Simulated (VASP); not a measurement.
## SiC: electric field gradients with r2SCAN

The system is SiC.

```
CELL_PARAMETERS angstrom
3.07648 0.00000 0.00000
-1.53824 2.66431 0.00000
0.00000 0.00000 40.26768
ATOMIC_POSITIONS crystal
Si 0.33333 0.66667 0.81251
Si 0.33333 0.66667 0.56249
Si 0.00000 0.00000 0.37503
Si 0.66667 0.33333 0.93744
Si 0.66667 0.33333 0.06249
Si 0.00000 0.00000 0.24998
Si 0.00000 0.00000 0.87503
Si 0.66667 0.33333 0.68746
Si 0.66667 0.33333 0.49997
Si 0.33333 0.66667 0.43744
Si 0.33333 0.66667 0.99997
Si 0.00000 0.00000 0.74998
Si 0.66667 0.33333 0.31251
Si 0.00000 0.00000 0.62492
Si 0.33333 0.66667 0.18746
Si 0.00000 0.00000 0.12492
C 0.00000 0.00000 0.17179
C 0.33333 0.66667 0.48431
C 0.66667 0.33333 0.35952
C 0.33333 0.66667 0.04698
C 0.66667 0.33333 0.54698
C 0.00000 0.00000 0.92190
C 0.33333 0.66667 0.60936
C 0.66667 0.33333 0.73448
C 0.00000 0.00000 0.42190
C 0.66667 0.33333 0.98431
C 0.00000 0.00000 0.79683
C 0.66667 0.33333 0.10936
C 0.33333 0.66667 0.85952
C 0.00000 0.00000 0.29683
C 0.00000 0.00000 0.67179
C 0.33333 0.66667 0.23448
```

```json
{
 "Program": "VASP 6.6.1",
 "Task": "electric field gradients",
 "Functional": "r2SCAN",
 "Potentials or basis": "VASP PAW PBE potentials, release 64 (Si, C)",
 "Cutoff": "520 eV",
 "k mesh": "10 × 10 × 1",
 "Occupations": "fermi-dirac, width 0.02 eV",
 "Spin": "no spin polarisation",
 "Dipole correction": "no",
 "Further INCAR settings": "LREAL = Auto; ALGO = Normal; EDIFF = 1e-08; NBANDS = 86"
}
```

| Property | Result |
| --- | --- |
| Pressure | 0.2 GPa |
| Largest force | 0.019 eV/Å |
| Band gap on the k mesh | 2.35 eV (least direct gap 3.52 eV) |
| Largest electric field gradient by atom | Si -0.3, +2.9, +2.8, +2.1, +3.2, -0.2, +2.2 (each value once); C +0.5, +0.4, +2.2, +0.1, +0.2 (each value once) V/Å² |

Forces on the atoms (eV/Å):
```
Si   0.000  0.000  0.001
Si   0.000  0.000  0.000
Si   0.000  0.000  0.000
Si   0.000  0.000  0.003
Si   0.000  0.000  0.000
Si   0.000  0.000 -0.005
Si   0.000  0.000  0.000
Si   0.000  0.000 -0.005
Si   0.000  0.000  0.000
Si   0.000  0.000  0.003
Si   0.000  0.000  0.000
Si   0.000  0.000 -0.005
Si   0.000  0.000  0.001
Si   0.000  0.000  0.004
Si   0.000  0.000 -0.005
Si   0.000  0.000  0.004
C    0.000  0.000 -0.012
C    0.000  0.000 -0.002
C    0.000  0.000 -0.002
C    0.000  0.000  0.007
C    0.000  0.000  0.007
C    0.000  0.000 -0.013
C    0.000  0.000  0.019
C    0.000  0.000  0.000
C    0.000  0.000 -0.013
C    0.000  0.000 -0.002
C    0.000  0.000  0.005
C    0.000  0.000  0.019
C    0.000  0.000 -0.002
C    0.000  0.000  0.005
C    0.000  0.000 -0.012
C    0.000  0.000  0.000
```

Levels at points of the mesh, in eV from the valence-band top:
```
           k point  band 62  band 63  band 64  band 65  band 66  band 67
(0.00, 0.00, 0.00)    -0.04     0.00     0.00     5.74     5.76     5.82
(0.50, 0.00, 0.00)    -1.30    -1.28    -1.16     2.35     2.45     2.48
```

Electric field gradients, principal values (V/Å²):
| atom | least | middle | greatest (by size) |
| --- | --- | --- | --- |
| 1 Si | 0.161 | 0.162 | -0.323 |
| 2 Si | -1.446 | -1.446 | 2.892 |
| 3 Si | -1.419 | -1.419 | 2.838 |
| 4 Si | -1.064 | -1.064 | 2.127 |
| 5 Si | -1.446 | -1.446 | 2.892 |
| 6 Si | -1.612 | -1.612 | 3.225 |
| 7 Si | -1.419 | -1.419 | 2.838 |
| 8 Si | 0.113 | 0.113 | -0.227 |
| 9 Si | 0.142 | 0.142 | -0.284 |
| 10 Si | -1.064 | -1.064 | 2.127 |
| 11 Si | 0.142 | 0.142 | -0.284 |
| 12 Si | -1.612 | -1.612 | 3.225 |
| 13 Si | 0.161 | 0.162 | -0.323 |
| 14 Si | -1.081 | -1.082 | 2.163 |
| 15 Si | 0.113 | 0.113 | -0.227 |
| 16 Si | -1.081 | -1.082 | 2.163 |
| 17 C | -0.227 | -0.227 | 0.455 |
| 18 C | -0.216 | -0.216 | 0.432 |
| 19 C | -1.090 | -1.090 | 2.181 |
| 20 C | -1.079 | -1.079 | 2.158 |
| 21 C | -1.079 | -1.079 | 2.158 |
| 22 C | -0.067 | -0.068 | 0.135 |
| 23 C | -0.086 | -0.087 | 0.173 |
| 24 C | -1.101 | -1.101 | 2.202 |
| 25 C | -0.067 | -0.068 | 0.135 |
| 26 C | -0.216 | -0.216 | 0.432 |
| 27 C | -0.242 | -0.243 | 0.485 |
| 28 C | -0.086 | -0.087 | 0.173 |
| 29 C | -1.090 | -1.090 | 2.181 |
| 30 C | -0.242 | -0.243 | 0.485 |
| 31 C | -0.227 | -0.227 | 0.455 |
| 32 C | -1.101 | -1.101 | 2.202 |

It took 68 min on 1 thread of Oxide Virtual Turin-like Processor, with other jobs on the host, peak memory 0.56 GiB.

Caveat: without QUAD_EFG the Cq values of the log hold for a quadrupole moment of 1 mb, not for the nuclei; the PAW data sets were made with another functional, which shifts forces and pressure a little. A k mesh can miss the band edges.
